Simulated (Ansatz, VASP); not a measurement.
**Two plane-wave programs on ZrS2**

Contents of INCAR:

```
SYSTEM = ZrS2
PREC = Accurate
ENCUT = 400
EDIFF = 1E-6
ISMEAR = 0
SIGMA = 0.03
LREAL = .FALSE.
LASPH = .TRUE.
NELM = 120
ALGO = Normal
ISIF = 2
LWAVE = .FALSE.
LCHARG = .TRUE.
LDIPOL = .TRUE.
IDIPOL = 3
DIPOL = 0.5 0.5 0.500
GGA = PS
LELF = .TRUE.
LVHAR = .TRUE.
LVACPOTAV = .TRUE.
NBANDS = 19
GGA_COMPAT = .FALSE.
NELMDL = -8
```

File KPOINTS:

```
Automatic mesh
0
G
  12 12 1
  0 0 0
```

Contents of POSCAR:

```
ZrS2
1.0
    3.6201993601      0.0000000000      0.0000000000
   -1.8100996801      3.1351846126      0.0000000000
    0.0000000000      0.0000000000     18.9029409121
S Zr
2 1
Direct
    0.3333333333      0.6666666667      0.4232145695
    0.6666666667      0.3333333333      0.5767854305
    0.0000000000      0.0000000000      0.5000000000
```

Input for Ansatz:

```yaml
crystal:
  lattice:
    - [3.6201993601, 0.0, 0.0]
    - [-1.8100996801, 3.1351846126, 0.0]
    - [0.0, 0.0, 18.9029409121]
  atoms:
    - { symbol: S, position: [0.3333333333, 0.6666666667, 0.4232145695] }
    - { symbol: Zr, position: [0.0, 0.0, 0.5] }
    - { symbol: S, position: [0.6666666667, 0.3333333333, 0.5767854305] }
basis:
  ecutwfc: 420
kpoints:
  mp_grid: { grid: [12, 12, 1] }
hamiltonian:
  xc: pbesol
  pseudopotentials: { kind: paw, azcp: { folder: soft_1 } }
scf:
  occupations: { method: gaussian, width: 0.03 }
  n_extra_bands: 7
  max_iter: 160
output:
  forces: true
  eigenvalues: true
  write_density: true
  write_potential: true
  elf: true
  volumetric_format: npy
efield:
  axis: 3
  dipole_correction: true
```

Alike in both runs: task single point; functional PBEsol; k mesh 12 × 12 × 1; occupations gaussian, width 0.03 eV; no spin polarisation.

|  | VASP | Ansatz |
| --- | --- | --- |
| version | VASP 6.6.1 | Ansatz 0.2.0 |
| potentials or method | VASP PAW PBE potentials, release 64 (S, Zr_sv), cutoff 400 eV | scalar-relativistic, plane waves, PAW |
| valence electrons in the cell | 24 | 24 |

VASP gave:

- gap on the k mesh at the Fermi level (eV): 1.00
- least direct gap on the mesh (eV): 1.62
- rms of the force components (eV/Å): 0.024

Question: What did Ansatz give for the same quantities?

Answer: gap on the k mesh at the Fermi level (eV): 1.00; least direct gap on the mesh (eV): 1.62; rms of the force components (eV/Å): 0.015.

VASP's potentials were made for PBE, not for PBEsol, and Ansatz warns of the same on its side. With one functional, cell and mesh, what is left measures potentials, basis and numerics. Ansatz's warnings: xc potential rough in thin density.
